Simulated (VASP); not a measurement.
# In (P6/mmm) in VASP: notebook

In is run at these levels: PBE; tasks: single point, relaxation of cell and atoms.

Everything below comes from runs of VASP 6.6.1. Logs are shortened: lines on timing, memory, paths and dates and some standing lists are left out, and cuts for length are marked.

### 1 The cell of the first run

Symmetry: P6/mmm, No. 191, hexagonal system. The conventional cell has a = 5.383 Å, b = 5.383 Å, c = 3.337 Å, α = 90.00°, β = 90.00°, γ = 120.00°. Within 4.4 Å of In (site symmetry 6/mmm) lie 14 In at 3.34 to 3.53 Å. Within 4.1 Å of In (site symmetry -6m2) lie 11 In at 3.11 to 3.53 Å.

### 2 Single point, PBE

Input file INCAR:

```
ALGO     = Normal         # electronic algorithm
EDIFF    = 1E-7           # SCF threshold, eV
ENCUT    = 520            # plane-wave cutoff, eV
GGA      = PE             # functional
ISIF     = 2              # what is computed and relaxed
ISMEAR   = -1             # smearing method
LASPH    = T              # aspherical terms in the spheres
LCHARG   = T              # write CHGCAR
LELF     = T              # ELF
LREAL    = F              # projectors in reciprocal space
LVHAR    = T            
LWAVE    = F              # write WAVECAR
NBANDS   = 26             # bands
NELM     = 60             # most SCF steps
PREC     = Accurate       # precision mode
SIGMA    = 0.1            # smearing width, eV
```

Input file KPOINTS:

```
k-points
0
Gamma
  9 9 12
```

Input file POSCAR:

```
In
1.0
    5.3830232403      0.0000000000      0.0000000000
   -2.6915116202      4.6618348753      0.0000000000
    0.0000000000      0.0000000000      3.3374291875
In
3
Direct
    0.0000000000      1.0000000000      0.0000000000
    0.3333333333      0.6666666667      0.5000000000
    0.6666666667      0.3333333333      0.5000000000
```

Potentials or basis: VASP PAW PBE potentials, release 64 (In_d).

On the command line:

```bash
$ cat potpaw_PBE.64/In_d/POTCAR > POTCAR
$ mpirun -np 1 vasp_std > vasp.out
```

OUTCAR:

```text
EDIFF = 1E-7
   ENCUT = 520
   GGA = PE
   ISIF = 2
   ISMEAR = -1
   LASPH = T
   LREAL = F
   NELM = 60
   PREC = Accurate

 ion  position               nearest neighbor table
   1  0.000  0.000  0.000-   2 3.53   3 3.53   2 3.53   3 3.53   3 3.53   3 3.53   2 3.53   2 3.53
                             3 3.53   3 3.53   2 3.53   2 3.53
   2  0.333  0.667  0.500-   3 3.11   3 3.11   3 3.11   1 3.53   1 3.53   1 3.53   1 3.53   1 3.53
                             1 3.53
   3  0.667  0.333  0.500-   2 3.11   2 3.11   2 3.11   1 3.53   1 3.53   1 3.53   1 3.53   1 3.53
                             1 3.53

  LATTYP: Found a hexagonal cell.
 ALAT       =     5.3830232403
 C/A-ratio  =     0.6199915992

  Lattice vectors:

 A1 = (   5.3830232403,   0.0000000000,   0.0000000000)
 A2 = (  -2.6915116202,   4.6618348753,   0.0000000000)
 A3 = (   0.0000000000,   0.0000000000,   3.3374291875)

Analysis of symmetry for initial positions (statically):
=====================================================================
 Subroutine PRICEL returns:
 Original cell was already a primitive cell.

 Routine SETGRP: Setting up the symmetry group for a
 hexagonal supercell.

 Subroutine GETGRP returns: Found 24 space group operations
 (whereof 24 operations were pure point group operations)
 out of a pool of 24 trial point group operations.

The static configuration has the point symmetry D_6h.

Analysis of symmetry for dynamics (positions and initial velocities):
=====================================================================
 Subroutine PRICEL returns:
 Original cell was already a primitive cell.

 Routine SETGRP: Setting up the symmetry group for a
 hexagonal supercell.

 Subroutine GETGRP returns: Found 24 space group operations
 (whereof 24 operations were pure point group operations)
 out of a pool of 24 trial point group operations.

The dynamic configuration has the point symmetry D_6h.

 Subroutine INISYM returns: Found 24 space group operations
 (whereof 24 operations are pure point group operations),
 and found     1 'primitive' translations

----------------------------------------------------------------------------------------

                                     Primitive cell

  volume of cell :      83.7520

  direct lattice vectors                    reciprocal lattice vectors
     5.383023240  0.000000000  0.000000000     0.185769215  0.107253906  0.000000000
[... 84 lines left out ...]
   LSORBIT =      F    spin-orbit coupling
   LASPH  =      T    aspherical Exc in radial PAW
   ENCUT  =  520.0 eV  38.22 Ry    6.18 a.u.  10.01 10.01  6.21*2*pi/ulx,y,z
   NELM   =     60;   NELMIN=  2; NELMDL= -5     # of ELM steps
   EDIFF  = 0.1E-06   stopping-criterion for ELM
   LREAL  =      F    real-space projection
   EDIFFG = 0.1E-05   stopping-criterion for IOM
   NSW    =      0    number of steps for IOM
   IBRION =     -1    ionic relax: 0-MD 1-quasi-New 2-CG
   NFREE  =      0    steps in history (QN), initial steepest desc. (CG)
   ISIF   =      2    stress and relaxation
   ISYM   =      2    0-nonsym 1-usesym 2-fastsym
   POTIM  = 0.5000    time-step for ionic-motion
   TEBEG  =    0.0;   TEEND  =   0.0 temperature during run
   PSTRESS=    0.0 pullay stress
   NELECT =      39.0000    total number of electrons
   NUPDOWN=      -1.0000    fix difference up-down
   EMIN   =  10.00;   EMAX   =-10.00  energy-range for DOS
   EFERMI =   0.00;   METHOD = LEGACY
   ISMEAR =    -1;   SIGMA  =   0.10  broadening in eV -4-tet -1-fermi 0-gaus
   EFERMI_NEDOS =   21; number of points for ismear=-14 and -15
   IALGO  =     38    algorithm
   IMIX   =      4    mixing-type and parameters
     AMIX     =   0.40;   BMIX     =  1.00
     AMIX_MAG =   1.60;   BMIX_MAG =  1.00
  volume/ion in A,a.u.               =      27.92       188.40
  Fermi-wavevector in a.u.,A,eV,Ry     =   1.268911  2.397895 21.907232  1.610136
  Thomas-Fermi vector in A             =   2.401981
   LORBIT       =      0    0 simple, 1 ext, 2 COOP (PROOUT), +10 PAW based schemes
   GGA     = PE    functional components
   LHFCALC =     F    Hartree Fock is set to
   AEXX    =    0.0000 exact exchange contribution
   IVDW    =     0    specifies the selected vdW correction
   LEPSILON=     F    determine dielectric tensor
   LRPA    =     F    only Hartree local field effects (RPA)
 non-spin polarized calculation
  energy-cutoff  :      520.00
  volume of cell :       83.75
 maximum number of plane-waves:      2289
   NGX = 21   NGY = 21   NGZ = 13

 number of electron      39.0000005 magnetization

 Free energy of the ion-electron system (eV)
  ---------------------------------------------------
  ext. energy  EPLUGINS =         0.00000000
  ---------------------------------------------------
  free energy    TOTEN  =        -7.62528794 eV

  energy without entropy =       -7.56679024  energy(sigma->0) =       -7.59603909

 E-fermi :   6.7986     XC(G=0):  -9.9419

 val. band max:        6.7623870282   @ k =   0.2222   0.1111   0.0000
 cond. band min:       6.8024194446   @ k =   0.2222   0.1111   0.4167
 fundamental gap:      0.0400324163
 Fermi energy:         6.7985768826

 k-point     1 :       0.0000    0.0000    0.0000
  band No.  band energies     occupation
      1      -7.9854      2.00000
      2      -7.7825      2.00000
      3      -7.7825      2.00000
      4      -7.7793      2.00000
      5      -7.7595      2.00000
      6      -7.6836      2.00000
[... 685 lines left out ...]
     25      14.0714      0.00000
     26      14.0895      0.00000

 [... further k-points ...]

------------------------ aborting loop because EDIFF is reached ----------------------------------------

  FORCE on cell =-STRESS in cart. coord.  units (eV):
  Direction    XX          YY          ZZ          XY          YZ          ZX
  --------------------------------------------------------------------------------------
  -------------------------------------------------------------------------------------
  Total        0.3145896      0.3145896     -0.3810880     -0.0000000      0.0000000      0.0000000
  in kB        6.0181038      6.0181038     -7.2902210     -0.0000000      0.0000000      0.0000000
  external PRESSURE =       1.5819955 kB  Pullay stress =       0.0000000 kB

 VOLUME and BASIS-vectors are now :
 -----------------------------------------------------------------------------
  energy-cutoff  :      520.00
  volume of cell :       83.75
      direct lattice vectors                 reciprocal lattice vectors
     5.383023240  0.000000000  0.000000000     0.185769215  0.107253906  0.000000000
    -2.691511620  4.661834875  0.000000000     0.000000000  0.214507812  0.000000000
     0.000000000  0.000000000  3.337429188     0.000000000  0.000000000  0.299631826

 POSITION                                       TOTAL-FORCE (eV/Angst)
 -----------------------------------------------------------------------------------
      0.00000      0.00000      0.00000        -0.000000      0.000000      0.000000
     -0.00000      3.10789      1.66871         0.000000      0.000000      0.000000
      2.69151      1.55394      1.66871        -0.000000     -0.000000      0.000000
 -----------------------------------------------------------------------------------
    total drift:                               -0.000000      0.000000      0.000000

  FREE ENERGIE OF THE ION-ELECTRON SYSTEM (eV)
  ---------------------------------------------------
  free  energy   TOTEN  =        -7.6252879429 eV

  energy  without entropy=       -7.5667902442  energy(sigma->0) =       -7.59603909
```

OSZICAR:

```text
N       E                     dE             d eps       ncg     rms          rms(c)
DAV:   1     0.347462386830E+03    0.34746E+03   -0.18788E+04  4368   0.199E+03
DAV:   2     0.225461890329E+02   -0.32492E+03   -0.32071E+03  4380   0.440E+02
DAV:   3    -0.664278045858E+01   -0.29189E+02   -0.28950E+02  5158   0.158E+02
DAV:   4    -0.764443513017E+01   -0.10017E+01   -0.10001E+01  5252   0.328E+01
DAV:   5    -0.769813628602E+01   -0.53701E-01   -0.53697E-01  7008   0.577E+00    0.360E+00
DAV:   6    -0.763778152221E+01    0.60355E-01   -0.12161E-01  5730   0.502E+00    0.175E+00
DAV:   7    -0.762589172029E+01    0.11890E-01   -0.39927E-02  5814   0.258E+00    0.384E-01
DAV:   8    -0.762524859561E+01    0.64312E-03   -0.33283E-03  4916   0.734E-01    0.478E-02
DAV:   9    -0.762528481547E+01   -0.36220E-04   -0.24386E-04  6344   0.176E-01    0.228E-02
DAV:  10    -0.762528771601E+01   -0.29005E-05   -0.16357E-05  6306   0.400E-02    0.109E-02
DAV:  11    -0.762528802227E+01   -0.30626E-06   -0.12043E-06  6298   0.157E-02    0.327E-03
DAV:  12    -0.762528794289E+01    0.79375E-07   -0.13166E-07  2702   0.756E-03
   1 F= -.76252879E+01 E0= -.75960391E+01  d E =-.584977E-01
```

stdout:

```text
POSCAR found type information on POSCAR In
 POSCAR found :  1 types and       3 ions
 scaLAPACK will be used
 LDA part: xc-table for (Slater+PW92), standard interpolation
 POSCAR, INCAR and KPOINTS ok, starting setup
 FFT: planning ... GRIDC
 FFT: planning ... GRID_SOFT
 FFT: planning ... GRID
 WAVECAR not read
 entering main loop
```

Run time: 2.8 min. Hardware: 1 thread of Intel Xeon 6975P-C, shared host; peak memory 0.28 GiB.

What came out:

- Free energy: -7.6253 eV
- Pressure: 0.2 GPa

Caveat: spin-orbit coupling is left out, which moves the levels of the heavy elements.

### 3 Relaxation of cell and atoms, PBE

This run uses another cell than the first one, of 26.14 Å³/atom, 0.936 times its volume.

Input file INCAR:

```
SYSTEM = In
PREC = Accurate
ENCUT = 600
EDIFF = 1E-6
ISMEAR = -1
SIGMA = 0.1
LREAL = .FALSE.
LASPH = .TRUE.
NELM = 60
ALGO = Normal
ISIF = 3
LWAVE = .FALSE.
LCHARG = .FALSE.
GGA = PE
IBRION = 2
NSW = 80
EDIFFG = -0.01
```

Input file KPOINTS:

```
regular mesh
0
G
  7 7 10
  0 0 0
```

Input file POSCAR:

```
In
1.0
    5.2864609513      0.0000000000      0.0000000000
   -2.6432304757      4.5782094800      0.0000000000
    0.0000000000      0.0000000000      3.2406005632
In
3
Direct
    0.0000000000      0.0000000000      0.0000000000
    0.3333333333      0.6666666667      0.5000000000
    0.6666666667      0.3333333333      0.5000000000
```

Potentials or basis: VASP PAW PBE potentials, release 64 (In_d).

On the command line:

```bash
$ cat potpaw_PBE.64/In_d/POTCAR > POTCAR
$ mpirun -np 1 vasp_std > vasp.out
```

It used 340 s of CPU time on 1 thread of Intel Xeon 6975P-C (shared host).

The run converged. Its results:

```yaml
Free_energy: -7.6736 eV
Relaxed_volume: 27.92 Å³/atom
Relaxed_cell: a = 5.383 Å, b = 5.383 Å, c = 3.337 Å, α = 90.00°, β = 90.00°, γ = 120.00°
Space_group_after_relaxing_to_0.05_Å: P6/mmm (No. 191)
Energy_gained_by_relaxing: 13.9 meV/atom
Ionic_steps: 8
Pressure_after_relaxing: 0.0 GPa
```

The path:
```csv
step,energy change (eV),largest force (eV/Å),pressure (GPa),volume (Å³)
1,0.0000,0.0000,2.64,78.43
2,-0.0409,0.0000,0.09,83.43
3,-0.0410,0.0000,-0.05,83.68
4,-0.0410,0.0000,0.04,83.57
5,-0.0414,0.0000,0.07,83.58
6,-0.0416,0.0000,0.09,83.59
7,-0.0416,0.0000,0.06,83.59
8,-0.0416,0.0000,-0.04,83.76
```

Final structure:
```
In
1.0
     5.38329    0.00000    0.00000
    -2.69165    4.66207    0.00000
     0.00000    0.00000    3.33728
In
3
Cartesian
  0.0000 0.0000 0.0000
  0.0000 3.1080 1.6686
  2.6916 1.5540 1.6686
```

Levels at points of the mesh, in eV from the Fermi level:
```csv
k point,band 17,band 18,band 19,band 20,band 21,band 22
"(0.00, 0.00, 0.00)",-2.82,-2.59,-0.93,-0.93,-0.79,-0.79
"(0.00, 0.00, 0.50)",-4.96,0.44,1.01,1.04,1.12,1.12
```

Caveat: spin-orbit coupling is left out, which moves the levels of the heavy elements.
